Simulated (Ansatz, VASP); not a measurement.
# TaSi2: VASP beside Ansatz

```
Ta Si
1.0
     4.75833    0.00000    0.00000
    -2.37917    4.12084    0.00000
     0.00000    0.00000    6.56421
Ta Si
3 6
Cartesian
  2.3792 0.0000 3.2821
  1.1896 2.0604 5.4702
  -1.1896 2.0604 1.0940
  0.0000 1.3154 3.2821
  3.6191 0.6577 5.4702
  1.2400 3.4631 1.0940
  2.3792 2.8054 3.2821
  -1.2400 3.4631 5.4702
  1.1392 0.6577 1.0940
```

Alike in both runs: functional PBEsol; k mesh 6 × 6 × 4; occupations gaussian, width 0.1 eV; no spin polarisation.

Ansatz relaxed the structure, and its values are those at the end. VASP's run is a single point on that final structure, the one shown.

|  | VASP | Ansatz |
| --- | --- | --- |
| version | VASP 6.6.1 | Ansatz 0.2.0 |
| potentials or method | VASP PAW PBE potentials, release 64 (Ta_pv, Si), cutoff 520 eV | scalar-relativistic, plane waves, PAW |
| valence electrons in the cell | 57 | 63 |

VASP gave:

| Item | Value |
| --- | --- |
| gap on the k mesh at the Fermi level (eV) | none |
| pressure (GPa) | 0.2 |

**Question.** Which values does Ansatz return?

**Answer.** gap on the k mesh at the Fermi level (eV): none; pressure (GPa): -0.1.

VASP's potentials were made for PBE, not for PBEsol. A gap of «none» marks a metal or a gap that the smearing closes. VASP's potentials hold 57 valence electrons a cell and Ansatz's 63, so a difference there can come from the potentials and not from the codes.

Neither program's run includes spin-orbit coupling.
